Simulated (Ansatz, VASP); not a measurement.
AlN in VASP and in Ansatz

```
Al N
1.0
    -1.63784    2.83682    0.00000
     0.00000    0.00000    4.10063
     4.91352    2.83682    0.00000
Al N
4 4
Direct
  0.50371 0.75000 0.29409
  0.00000 0.75000 0.66667
  0.00000 0.25000 0.33333
  0.50000 0.25000 0.83333
  0.50000 0.25000 0.16667
  0.00000 0.25000 0.66667
  0.00000 0.75000 0.33333
  0.50000 0.75000 0.83333
```

Alike in both runs: task single point; functional LDA; k mesh 8 × 6 × 4; occupations gaussian, width 0.05 eV; no spin polarisation.

|  | VASP | Ansatz |
| --- | --- | --- |
| version | VASP 6.6.1 | Ansatz 0.2.0 |
| potentials or method | VASP PAW LDA potentials, release 64 (Al, N), cutoff 520 eV | scalar-relativistic, plane waves, PAW |
| valence electrons in the cell | 32 | 32 |

VASP gave:

```
gap on the k mesh at the Fermi level (eV)                     : 2.09
least direct gap on the mesh (eV)                             : 2.19
pressure (GPa)                                                : 12.2
traceless stress, the component that is largest in VASP (GPa) : -17.19
rms of the force components (eV/Å)                            : 1.665
```

**Question.** What did Ansatz give for the same quantities?

**Answer.** gap on the k mesh at the Fermi level (eV): 2.11; least direct gap on the mesh (eV): 2.18; pressure (GPa): 11.2; traceless stress, the component that is largest in VASP (GPa): -16.61; rms of the force components (eV/Å): 1.653.

Ansatz warns that its potentials were made for another functional, while VASP's fit it. LDA's correlation is that of Perdew and Zunger in VASP and of Perdew and Wang (1992) in Ansatz. Atom by atom the forces differ by 0.021 eV/Å (rms over components).
